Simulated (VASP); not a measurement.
# Mo2C (P-3m1) in VASP: notebook

The runs below take Mo2C through single point, relaxation of cell and atoms, with LDA.

Everything below comes from runs of VASP 6.6.1. Logs are shortened: lines on timing, memory, paths and dates and some standing lists are left out, and cuts for length are marked.

**1. The cell of the first run**

It takes space group P-3m1 (No. 164, trigonal). The conventional cell has a = 3.027 Å, b = 3.027 Å, c = 4.568 Å, α = 90.00°, β = 90.00°, γ = 120.00°. Within 2.8 Å of C (site symmetry -3m) lie 6 Mo at 2.09 Å. Mo (site symmetry 3m) has 3 C at 2.09 Å and 6 Mo at 2.88 Å within 2.9 Å.

**2. Single point, LDA**

Input file INCAR:

```
PREC     = Accurate       # precision mode
ENCUT    = 520            # plane-wave cutoff, eV
EDIFF    = 1E-7           # SCF threshold, eV
ISMEAR   = -1             # smearing method
SIGMA    = 0.05           # smearing width, eV
LREAL    = False          # projectors in reciprocal space
LASPH    = True           # aspherical terms in the spheres
NELM     = 100            # most SCF steps
ALGO     = Normal         # electronic algorithm
ISIF     = 2              # what is computed and relaxed
LWAVE    = False          # write WAVECAR
LCHARG   = True           # write CHGCAR
LELF     = True           # ELF
LVHAR    = True         
NBANDS   = 23             # bands
```

Input file KPOINTS:

```
regular mesh
0
Gamma
  8 8 4
```

Input file POSCAR:

```
Mo2C
1.0
    3.0273998412      0.0000000000      0.0000000000
   -1.5136999206      2.6218051699      0.0000000000
    0.0000000000      0.0000000000      4.5684615183
C Mo
1 2
Direct
    0.0000000000      0.0000000000      0.0000000000
    0.3333333333      0.6666666667      0.2501303469
    0.6666666667      0.3333333333      0.7498696531
```

Potentials or basis: VASP PAW LDA potentials, release 64 (C, Mo_sv).

The run is started by

```console
cat potpaw_LDA.64/C/POTCAR potpaw_LDA.64/Mo_sv/POTCAR > POTCAR
mpirun -np 1 vasp_std > vasp.out
```

OUTCAR:

```text
PREC = Accurate
   ENCUT = 520
   EDIFF = 1E-7
   ISMEAR = -1
   LREAL = False
   LASPH = True
   NELM = 100
   ISIF = 2

 ion  position               nearest neighbor table
   1  0.000  0.000  0.000-   2 2.09   3 2.09   3 2.09   2 2.09   3 2.09   2 2.09
   2  0.333  0.667  0.250-   1 2.09   1 2.09   1 2.09   3 2.88   3 2.88   3 2.88   3 2.88   3 2.88
                             3 2.88
   3  0.667  0.333  0.750-   1 2.09   1 2.09   1 2.09   2 2.88   2 2.88   2 2.88   2 2.88   2 2.88
                             2 2.88

  LATTYP: Found a hexagonal cell.
 ALAT       =     3.0273998412
 C/A-ratio  =     1.5090380386

  Lattice vectors:

 A1 = (   3.0273998412,   0.0000000000,   0.0000000000)
 A2 = (  -1.5136999206,   2.6218051699,   0.0000000000)
 A3 = (   0.0000000000,   0.0000000000,   4.5684615183)

Analysis of symmetry for initial positions (statically):
=====================================================================
 Subroutine PRICEL returns:
 Original cell was already a primitive cell.

 Routine SETGRP: Setting up the symmetry group for a
 hexagonal supercell.

 Subroutine GETGRP returns: Found 12 space group operations
 (whereof 12 operations were pure point group operations)
 out of a pool of 24 trial point group operations.

The static configuration has the point symmetry D_3d.

Analysis of symmetry for dynamics (positions and initial velocities):
=====================================================================
 Subroutine PRICEL returns:
 Original cell was already a primitive cell.

 Routine SETGRP: Setting up the symmetry group for a
 hexagonal supercell.

 Subroutine GETGRP returns: Found 12 space group operations
 (whereof 12 operations were pure point group operations)
 out of a pool of 24 trial point group operations.

The dynamic configuration has the point symmetry D_3d.

 Subroutine INISYM returns: Found 12 space group operations
 (whereof 12 operations are pure point group operations),
 and found     1 'primitive' translations

----------------------------------------------------------------------------------------

                                     Primitive cell

  volume of cell :      36.2610

  direct lattice vectors                    reciprocal lattice vectors
     3.027399841  0.000000000  0.000000000     0.330316460  0.190708297  0.000000000
    -1.513699921  2.621805170  0.000000000     0.000000000  0.381416595  0.000000000
     0.000000000  0.000000000  4.568461518     0.000000000  0.000000000  0.218892070

  length of vectors
     3.027399841  3.027399841  4.568461518     0.381416595  0.381416595  0.218892070

  position of ions in fractional coordinates (direct lattice)
     0.000000000  0.000000000  0.000000000
     0.333333333  0.666666667  0.250130347
     0.666666667  0.333333333  0.749869653

  ion indices of the primitive-cell ions
   primitive index   ion index
                 1           1
                 2           2
                 3           3

----------------------------------------------------------------------------------------

 KPOINTS: regular mesh

Automatic generation of k-mesh.
 Grid dimensions read from file:
 generate k-points for:    8    8    4

 Generating k-lattice:

  Cartesian coordinates                     Fractional coordinates (reciprocal lattice)
     0.041289558  0.023838537  0.000000000     0.125000000 -0.000000000  0.000000000
     0.000000000  0.047677074  0.000000000     0.000000000  0.125000000  0.000000000
     0.000000000  0.000000000  0.054723018     0.000000000  0.000000000  0.250000000

  Length of vectors
     0.047677074  0.047677074  0.054723018

  Shift w.r.t. Gamma in fractional coordinates (k-lattice)
     0.000000000  0.000000000  0.000000000

 Subroutine IBZKPT returns following result:
 ===========================================

 Found     35 irreducible k-points:

 Following reciprocal coordinates:
            Coordinates               Weight
  0.000000  0.000000  0.000000      1.000000
  0.125000 -0.000000  0.000000      6.000000
  0.250000 -0.000000  0.000000      6.000000
  0.375000 -0.000000  0.000000      6.000000
  0.500000 -0.000000  0.000000      3.000000
  0.125000  0.125000  0.000000      6.000000
[... 16 lines left out ...]
 -0.125000  0.500000  0.250000     12.000000
  0.250000  0.250000  0.250000     12.000000
 [... further k-points ...]
   k-points           NKPTS =     35   k-points in BZ     NKDIM =     35   number of bands    NBANDS=     23
   number of dos      NEDOS =    301   number of ions     NIONS =      3
   total plane-waves  NPLWV =  20736
   dimension x,y,z NGX =    24 NGY =   24 NGZ =   36
   dimension x,y,z NGXF=    48 NGYF=   48 NGZF=   72
   ions per type =               1   2
   NGX,Y,Z   is equivalent  to a cutoff of  13.18, 13.18, 13.10 a.u.
   NGXF,Y,Z  is equivalent  to a cutoff of  26.36, 26.36, 26.20 a.u.
 SYSTEM =  unknown system
   PREC   = accura    normal or accurate (medium, high low for compatibility)
   ISTART =      0    job   : 0-new  1-cont  2-samecut
   ICHARG =      2    charge: 1-file 2-atom 10-const
   ISPIN  =      1    spin polarized calculation?
   LNONCOLLINEAR =      F non collinear calculations
   LSORBIT =      F    spin-orbit coupling
   LASPH  =      T    aspherical Exc in radial PAW
   ENCUT  =  520.0 eV  38.22 Ry    6.18 a.u.   5.63  5.63  8.49*2*pi/ulx,y,z
   NELM   =    100;   NELMIN=  2; NELMDL= -5     # of ELM steps
   EDIFF  = 0.1E-06   stopping-criterion for ELM
   LREAL  =      F    real-space projection
   EDIFFG = 0.1E-05   stopping-criterion for IOM
   NSW    =      0    number of steps for IOM
   IBRION =     -1    ionic relax: 0-MD 1-quasi-New 2-CG
   NFREE  =      0    steps in history (QN), initial steepest desc. (CG)
   ISIF   =      2    stress and relaxation
   ISYM   =      2    0-nonsym 1-usesym 2-fastsym
   POTIM  = 0.5000    time-step for ionic-motion
   TEBEG  =    0.0;   TEEND  =   0.0 temperature during run
   PSTRESS=    0.0 pullay stress
   NELECT =      32.0000    total number of electrons
   NUPDOWN=      -1.0000    fix difference up-down
   EMIN   =  10.00;   EMAX   =-10.00  energy-range for DOS
   EFERMI =   0.00;   METHOD = LEGACY
   ISMEAR =    -1;   SIGMA  =   0.05  broadening in eV -4-tet -1-fermi 0-gaus
   EFERMI_NEDOS =   21; number of points for ismear=-14 and -15
   IALGO  =     38    algorithm
   IMIX   =      4    mixing-type and parameters
     AMIX     =   0.40;   BMIX     =  1.00
     AMIX_MAG =   1.60;   BMIX_MAG =  1.00
  volume/ion in A,a.u.               =      12.09        81.57
  Fermi-wavevector in a.u.,A,eV,Ry     =   1.570284  2.967406 33.549118  2.465791
  Thomas-Fermi vector in A             =   2.672040
   LORBIT       =      0    0 simple, 1 ext, 2 COOP (PROOUT), +10 PAW based schemes
   GGA     = CA    functional components
   LHFCALC =     F    Hartree Fock is set to
   AEXX    =    0.0000 exact exchange contribution
   IVDW    =     0    specifies the selected vdW correction
   LEPSILON=     F    determine dielectric tensor
   LRPA    =     F    only Hartree local field effects (RPA)
 non-spin polarized calculation
  energy-cutoff  :      520.00
  volume of cell :       36.26
 maximum number of plane-waves:      1000
 NGX is ok and might be reduce to    24
   NGX = 11   NGY = 11   NGZ = 17

 number of electron      31.9999999 magnetization

 Free energy of the ion-electron system (eV)
  ---------------------------------------------------
  ext. energy  EPLUGINS =         0.00000000
  ---------------------------------------------------
  free energy    TOTEN  =       -34.75591875 eV

  energy without entropy =      -34.74540485  energy(sigma->0) =      -34.75066180

 E-fermi :  12.6395     XC(G=0): -13.6625

 val. band max:       12.6336478614   @ k =   0.0000   0.1250   0.2500
 cond. band min:      12.6799904879   @ k =   0.2500  -0.0000   0.2500
 fundamental gap:      0.0463426265
 Fermi energy:        12.6395267877

 k-point     1 :       0.0000    0.0000    0.0000
  band No.  band energies     occupation
      1     -48.5858      2.00000
      2     -48.3855      2.00000
      3     -23.4222      2.00000
      4     -22.6066      2.00000
      5     -22.6066      2.00000
      6     -22.4348      2.00000
[... 15 lines left out ...]
     22      19.8116      0.00000
     23      19.8116      0.00000

 k-point     2 :       0.1250   -0.0000    0.0000
  band No.  band energies     occupation
      1     -48.5685      2.00000
      2     -48.3816      2.00000
      3     -23.3721      2.00000
      4     -22.7018      2.00000
      5     -22.6442      2.00000
      6     -22.5247      2.00000
[... 15 lines left out ...]
     22      19.2503      0.00000
     23      19.6089      0.00000

 k-point     3 :       0.2500   -0.0000    0.0000
  band No.  band energies     occupation
      1     -48.5240      2.00000
      2     -48.3744      2.00000
      3     -23.2379      2.00000
      4     -22.9300      2.00000
      5     -22.7318      2.00000
      6     -22.7260      2.00000
[... 15 lines left out ...]
     22      18.5695      0.00000
     23      18.8723      0.00000

 k-point     4 :       0.3750   -0.0000    0.0000
  band No.  band energies     occupation
      1     -48.4724      2.00000
      2     -48.3739      2.00000
      3     -23.1704      2.00000
      4     -23.0552      2.00000
      5     -22.9224      2.00000
      6     -22.8008      2.00000
[... 15 lines left out ...]
     22      17.5045      0.00000
     23      19.6961      0.00000

 k-point     5 :       0.5000   -0.0000    0.0000
  band No.  band energies     occupation
      1     -48.4455      2.00000
      2     -48.3792      2.00000
      3     -23.2577      2.00000
      4     -23.0272      2.00000
      5     -22.9312      2.00000
      6     -22.8305      2.00000
[... 434 lines left out ...]
 k-point    22 :       0.3750    0.1250    0.2500
  band No.  band energies     occupation
      1     -48.4360      2.00000
      2     -48.3887      2.00000
      3     -23.2783      2.00000
      4     -23.1497      2.00000
      5     -22.8738      2.00000
      6     -22.7166      2.00000
[... 15 lines left out ...]
     22      17.7362      0.00000
     23      20.4398      0.00000

 k-point    23 :      -0.1250    0.5000    0.2500
  band No.  band energies     occupation
      1     -48.4359      2.00000
      2     -48.3887      2.00000
      3     -23.3069      2.00000
      4     -23.1112      2.00000
      5     -22.8841      2.00000
      6     -22.6906      2.00000
[... 15 lines left out ...]
     22      18.3977      0.00000
     23      21.3906      0.00000

 k-point    24 :       0.2500    0.2500    0.2500
  band No.  band energies     occupation
      1     -48.4361      2.00000
      2     -48.3886      2.00000
      3     -23.2005      2.00000
      4     -23.1412      2.00000
      5     -22.9103      2.00000
      6     -22.7472      2.00000
[... 15 lines left out ...]
     22      18.3087      0.00000
     23      20.6832      0.00000

 [... further k-points ...]

------------------------ aborting loop because EDIFF is reached ----------------------------------------

  FORCE on cell =-STRESS in cart. coord.  units (eV):
  Direction    XX          YY          ZZ          XY          YZ          ZX
  --------------------------------------------------------------------------------------
  -------------------------------------------------------------------------------------
  Total        0.3141101      0.3141101      0.3136441      0.0000000      0.0000000      0.0000000
  in kB       13.8788127     13.8788127     13.8582207      0.0000000      0.0000000      0.0000000
  external PRESSURE =      13.8719487 kB  Pullay stress =       0.0000000 kB

 VOLUME and BASIS-vectors are now :
 -----------------------------------------------------------------------------
  energy-cutoff  :      520.00
  volume of cell :       36.26
      direct lattice vectors                 reciprocal lattice vectors
     3.027399841  0.000000000  0.000000000     0.330316460  0.190708297  0.000000000
    -1.513699921  2.621805170  0.000000000     0.000000000  0.381416595  0.000000000
     0.000000000  0.000000000  4.568461518     0.000000000  0.000000000  0.218892070

 POSITION                                       TOTAL-FORCE (eV/Angst)
 -----------------------------------------------------------------------------------
      0.00000      0.00000      0.00000        -0.000000      0.000000      0.000000
     -0.00000      1.74787      1.14271         0.000000      0.000000      0.066060
      1.51370      0.87394      3.42575        -0.000000     -0.000000     -0.066060
 -----------------------------------------------------------------------------------
    total drift:                               -0.000000      0.000000      0.000000

  FREE ENERGIE OF THE ION-ELECTRON SYSTEM (eV)
  ---------------------------------------------------
  free  energy   TOTEN  =       -34.7559187528 eV

  energy  without entropy=      -34.7454048471  energy(sigma->0) =      -34.75066180
```

Wall time 34 s (1 thread of Intel Xeon 8259CL, shared host); peak memory 0.16 GiB.

What came out:

```
Free energy            : -34.7559 eV
Pressure               : 1.4 GPa
Largest force          : 0.066 eV/Å
Band gap on the k mesh : zero (bands 16 and 17 overlap by 2.51 eV)
```

Forces in eV/Å, atoms in the order of the input:
```
C    0.000  0.000  0.000
Mo   0.000  0.000  0.066
Mo   0.000  0.000 -0.066
```

**3. Relaxation of cell and atoms, LDA**

This run uses another cell than the first one, of 12.47 Å³/atom.

Input file INCAR:

```
SYSTEM = Mo2C
PREC = Accurate
ENCUT = 600
EDIFF = 1E-6
ISMEAR = -1
SIGMA = 0.05
LREAL = .FALSE.
LASPH = .TRUE.
NELM = 80
ALGO = Normal
ISIF = 3
LWAVE = .FALSE.
LCHARG = .FALSE.
IBRION = 2
NSW = 60
EDIFFG = -0.01
```

Input file KPOINTS:

```
Automatic mesh
0
G
  8 8 4
  0 0 0
```

Input file POSCAR:

```
Mo2C
1.0
    3.0000000000      0.0000000000      0.0000000000
   -1.5000000000      2.5980762114      0.0000000000
    0.0000000000      0.0000000000      4.8000000000
C Mo
1 2
Direct
    0.0000000000      0.0000000000      0.0000000000
    0.3333333333      0.6666666667      0.2500000000
    0.6666666667      0.3333333333      0.7500000000
```

Potentials or basis: VASP PAW LDA potentials, release 64 (C, Mo_sv).

The run is started by

```console
cat potpaw_LDA.64/C/POTCAR potpaw_LDA.64/Mo_sv/POTCAR > POTCAR
mpirun -np 1 vasp_std > vasp.out
```

Run time: 3.5 min. Hardware: 1 thread of Intel Xeon 8259CL, shared host; peak memory 0.17 GiB.

Results (log left out):

| Quantity | Value |
| --- | --- |
| Free energy | -34.7590 eV |
| Relaxed volume | 12.13 Å³/atom |
| Relaxed cell | a = 3.031 Å, b = 3.031 Å, c = 4.575 Å, α = 90.00°, β = 90.00°, γ = 120.00° |
| Space group after relaxing (to 0.1 Å) | P-3m1 (No. 164) |
| Energy gained by relaxing | 32.5 meV/atom |
| Ionic steps | 14 |
| Pressure after relaxing | 0.0 GPa |
| Largest force after relaxing | 0.004 eV/Å |
| Band gap on the k mesh | zero (bands 16 and 17 overlap by 2.50 eV) |

Forces in eV/Å, atoms in the order of the input:
```
C    0.000  0.000  0.000
Mo   0.000  0.000  0.004
Mo   0.000  0.000 -0.004
```

The path:
```
step  energy change (eV)  largest force (eV/Å)  pressure (GPa)  volume (Å³)
   1              0.0000                0.0976           -8.44        37.41
   2              0.1086                1.1069           27.71        33.93
   3             -0.0622                0.2893            3.44        36.06
   4             -0.0930                0.2950           -0.27        36.35
   5             -0.0967                0.1443            0.46        36.28
   6             -0.0967                0.1353            0.53        36.28
   7             -0.0975                0.0037           -0.52        36.45
   8             -0.0976                0.0252           -0.43        36.42
   9             -0.0975                0.0314           -0.31        36.41
  10             -0.0976                0.0297           -0.28        36.42
  11             -0.0975                0.0466            0.51        36.34
  12             -0.0976                0.0054            0.10        36.38
  13             -0.0976                0.0027            0.10        36.38
  14             -0.0976                0.0040           -0.05        36.40
```

Final structure:
```
CELL_PARAMETERS angstrom
3.03118 0.00000 0.00000
-1.51559 2.62508 0.00000
0.00000 0.00000 4.57457
ATOMIC_POSITIONS crystal
C 0.00000 0.00000 0.00000
Mo 0.33333 0.66667 0.25025
Mo 0.66667 0.33333 0.74975
```

Levels at points of the mesh, in eV from the Fermi level:
```tsv
k point	band 14	band 15	band 16	band 17	band 18	band 19
(0.00, 0.00, 0.00)	-1.33	-1.33	-1.30	-1.14	-1.14	0.55
(0.50, 0.00, 0.00)	-2.73	-1.27	1.14	2.07	2.64	2.70
(0.00, 0.00, 0.50)	-2.22	-2.22	-2.01	0.78	0.78	1.38
(0.50, 0.00, 0.50)	-1.82	-1.43	-0.44	0.72	1.54	2.10
```
